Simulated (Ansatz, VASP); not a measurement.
**One calculation of LiH, two programs**

```
Li H
1.0
     0.00000    1.95120    2.19510
     1.95120    0.00000    2.19510
     1.95120    1.95120    0.00000
Li H
1 1
Direct
  0.00000 0.00000 0.00000
  0.50000 0.50000 0.50000
```

Change from the starting cell: strain -0.040 along x and y, +0.080 along z, atoms carried along.

Alike in both runs: task single point; functional LDA; k mesh 10 × 10 × 10; occupations gaussian, width 0.05 eV; no spin polarisation.

|  | VASP | Ansatz |
| --- | --- | --- |
| version | VASP 6.6.1 | Ansatz 0.2.0 |
| potentials or method | VASP PAW LDA potentials, release 64 (Li_sv, H), cutoff 520 eV | scalar-relativistic, plane waves, PAW |
| valence electrons in the cell | 4 | 4 |

```tsv
	VASP	Ansatz	Ansatz less VASP
gap on the k mesh at the Fermi level (eV)	1.42	1.43	+0.007
least direct gap on the mesh (eV)	2.37	2.38	+0.011
```

LDA's correlation is that of Perdew and Zunger in VASP and of Perdew and Wang (1992) in Ansatz.

Noted on VASP's run: the cutoff is short for stress, so the pressure is rough.
